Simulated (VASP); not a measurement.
# GdN: single point with PBE

GdN:

```xyz
2
Lattice="0.0000 2.5251 2.5251 2.5251 0.0000 2.5251 2.5251 2.5251 0.0000" Properties=species:S:1:pos:R:3 pbc="T T T"
Gd    0.0000    0.0000    0.0000
N     2.5251    2.5251    2.5251
```

```yaml
Program: VASP 6.6.1
Task: single point
Functional: PBE
Potentials_or_basis: VASP PAW PBE potentials, release 64 (Gd, N)
Cutoff: 520 eV
k_mesh: 12 × 12 × 12
Occupations: gaussian, width 0.05 eV
Spin: collinear spin, ferromagnetic start
Starting_moments: "[7.56, 0.0] μB"
```

* Pressure: -5.3 GPa
* Band gap on the k mesh: zero (filled and empty bands overlap)
* Net moment: 7.00 μB per cell
* Site moments: Gd +6.80; N -0.08 μB
* Valence electrons inside the program's atomic spheres: Gd 15.20; N 3.61

Levels at points of the mesh, in eV from the Fermi level:
Spin up:
```
           k point  band 11  band 12  band 13  band 14  band 15  band 16  band 17  band 18  band 19  band 20
(0.00, 0.00, 0.00)    -3.37    -3.37     0.19     0.19     0.19     2.45     2.45     2.45     2.89     4.48
(0.50, 0.00, 0.00)    -3.39    -3.36    -3.36    -2.47    -2.47     4.91     5.65     5.65     6.36     9.51
(0.50, 0.50, 0.00)    -3.43    -3.43    -1.54    -0.39    -0.27    -0.27     6.16     6.26     7.28     7.28
```
Spin down:
```tsv
k point	band 6	band 7	band 8	band 9	band 10	band 11
(0.00, 0.00, 0.00)	-0.84	-0.84	-0.84	1.58	2.07	2.07
(0.50, 0.00, 0.00)	-3.98	-2.35	-2.35	1.70	1.79	1.79
(0.50, 0.50, 0.00)	-1.21	-0.83	-0.83	0.31	1.84	1.89
```

Run time: 9 min on 1 thread of Intel Xeon 8259CL, with other jobs on the host, peak memory 0.25 GiB.

Caveat: the cell stands under tension; spin-orbit coupling is left out, which moves the levels of the heavy elements; a cell with one magnetic atom can't hold antiferromagnetic order, which such compounds often take; semilocal functionals describe open f shells poorly, which spoils levels, moments and volumes. The state reached can hang on the start; a lower one may exist.
